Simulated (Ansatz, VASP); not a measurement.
# CdS: VASP beside Ansatz

POSCAR

```
CdS
1.0
    0.0000000000      2.9392148430      3.0567834368
    2.9392148430      0.0000000000      3.0567834368
    2.9392148430      2.9392148430      0.0000000000
Cd S
1 1
Direct
    0.0000000000      0.0000000000      0.0000000000
    0.2500000000      0.2500000000      0.2500000000
```

File INCAR.step1:

```
  ALGO = Normal
  EDIFF = 1E-4
  ENCUT = 520
  GGA = PE
  ISMEAR = 0
  LASPH = True
  LCHARG = False
  LREAL = False
  LWAVE = True
  NBANDS = 16
  NELM = 60
  PREC = Accurate
  SIGMA = 0.01
```

Contents of INCAR.step2:

```
  ALGO = Normal
  EDIFF = 1E-6
  ENCUT = 520
  ISIF = 2
  ISMEAR = 0
  ISTART = 1
  LASPH = True
  LCHARG = False
  LMIXTAU = True
  LREAL = False
  LWAVE = False
  METAGGA = R2SCAN
  NBANDS = 16
  NELM = 60
  PREC = Accurate
  SIGMA = 0.01
```

The input KPOINTS:

```
k-points
0
Gamma
  8 8 8
```

Input for Ansatz:

```yaml
crystal:
  lattice:
    - [0.0, 2.939214843, 3.0567834368]
    - [2.939214843, 0.0, 3.0567834368]
    - [2.939214843, 2.939214843, 0.0]
  atoms:
    - { symbol: Cd, position: [0.0, 0.0, 0.0] }
    - { symbol: S, position: [0.25, 0.25, 0.25] }
kpoints:
  mp_grid: { grid: [8, 8, 8] }
  band_path:
    path:
      - [0.0, 0.0, 0.0]
      - [-0.5, -0.5, 0.0]
      - [-0.375, -0.375, 0.25]
      - [-0.375, 0.0, 0.375]
      - [0.0, 0.0, 0.5]
      - [-0.5, -0.25, 0.25]
    npoints: 1
hamiltonian:
  xc: r2scan
scf:
  occupations: { method: fixed }
  n_extra_bands: 4
output:
  forces: true
  stress: true
  eigenvalues: true
  write_density: true
  write_potential: true
  elf: true
  volumetric_format: npy
```

Change from the starting cell: uniaxial_z strain +4.0%.

Alike in both runs: task single point; functional r2SCAN; k mesh 8 × 8 × 8; no spin polarisation.

```csv
,VASP,Ansatz
version,VASP 6.6.1,Ansatz 0.2.0
potentials or method,"VASP PAW PBE potentials, release 64 (Cd, S)","plane waves, PAW"
plane-wave cutoff (eV),520,500
occupations,"gaussian, width 0.01 eV",fixed
valence electrons in the cell,18,26
```

|  | VASP | Ansatz | Ansatz less VASP |
| --- | --- | --- | --- |
| gap on the k mesh at the Fermi level (eV) | 1.40 | 1.41 | +0.006 |
| pressure (GPa) | -2.0 | -2.2 | -0.26 |
| traceless stress, the component that is largest in VASP (GPa) | -0.59 | -0.59 | -0.006 |

VASP's potentials were made for PBE, not for r2SCAN. VASP's potentials hold 18 valence electrons a cell and Ansatz's 26, so a difference there can come from the potentials and not from the codes.
